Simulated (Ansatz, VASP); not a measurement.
**SnSe2: VASP beside Ansatz**

The input INCAR:

```
ALGO = Normal
EDIFF = 1E-7
ENCUT = 520
GGA = PS
ISIF = 2
ISMEAR = 0
LASPH = True
LCHARG = True
LELF = True
LREAL = False
LVHAR = True
LWAVE = False
NBANDS = 20
NELM = 80
PREC = Accurate
SIGMA = 0.05
```

File KPOINTS:

```
k-points
0
Gamma
  12 12 6
```

Contents of POSCAR:

```
SnSe2
1.0
    3.8109987816      0.0000000000      0.0000000000
   -1.9054993908      3.5479533905      0.0000000000
    0.0000000000      0.0000000000      6.1370000000
Sn Se
1 2
Direct
    0.0000000000      0.0000000000      0.0000000000
    0.3333333333      0.6666666667      0.2500000000
    0.6666666667      0.3333333333      0.7500000000
```

Input for Ansatz:

```yaml
crystal:
  lattice:
    - [3.8109987816, 0.0, 0.0]
    - [-1.9054993908, 3.5479533905, 0.0]
    - [0.0, 0.0, 6.137]
  atoms:
    - { symbol: Sn, position: [0.0, 0.0, 0.0] }
    - { symbol: Se, position: [0.3333333333, 0.6666666667, 0.25] }
    - { symbol: Se, position: [0.6666666667, 0.3333333333, 0.75] }
basis:
  ecutwfc: 420
kpoints:
  mp_grid: { grid: [12, 12, 6] }
hamiltonian:
  xc: pbesol
scf:
  occupations: { method: gaussian, width: 0.05 }
output:
  forces: true
  stress: true
  eigenvalues: true
```

Change from the starting cell: strain +0.0750 x Voigt [0, 1, 0, 0, 0, 0], atoms carried along.

Alike in both runs: task single point; functional PBEsol; k mesh 12 × 12 × 6; occupations gaussian, width 0.05 eV; no spin polarisation.

```csv
,VASP,Ansatz
version,VASP 6.6.1,Ansatz 0.2.0
potentials or method,"VASP PAW PBE potentials, release 64 (Sn_d, Se), cutoff 520 eV","scalar-relativistic, plane waves, PAW"
valence electrons in the cell,26,46
```

Ansatz gave:

```
gap on the k mesh at the Fermi level (eV)                     : 0.29
least direct gap on the mesh (eV)                             : 0.37
pressure (GPa)                                                : -2.3
traceless stress, the component that is largest in VASP (GPa) : -3.39
rms of the force components (eV/Å)                            : 0.042
```

Question: What did VASP give for the same quantities?

Answer: gap on the k mesh at the Fermi level (eV): 0.28; least direct gap on the mesh (eV): 0.36; pressure (GPa): -2.2; traceless stress, the component that is largest in VASP (GPa): -3.39; rms of the force components (eV/Å): 0.049.

VASP's potentials were made for PBE, not for PBEsol. Atom by atom the forces differ by 0.008 eV/Å (rms over components). VASP's potentials hold 26 valence electrons a cell and Ansatz's 46, so a difference there can come from the potentials and not from the codes.
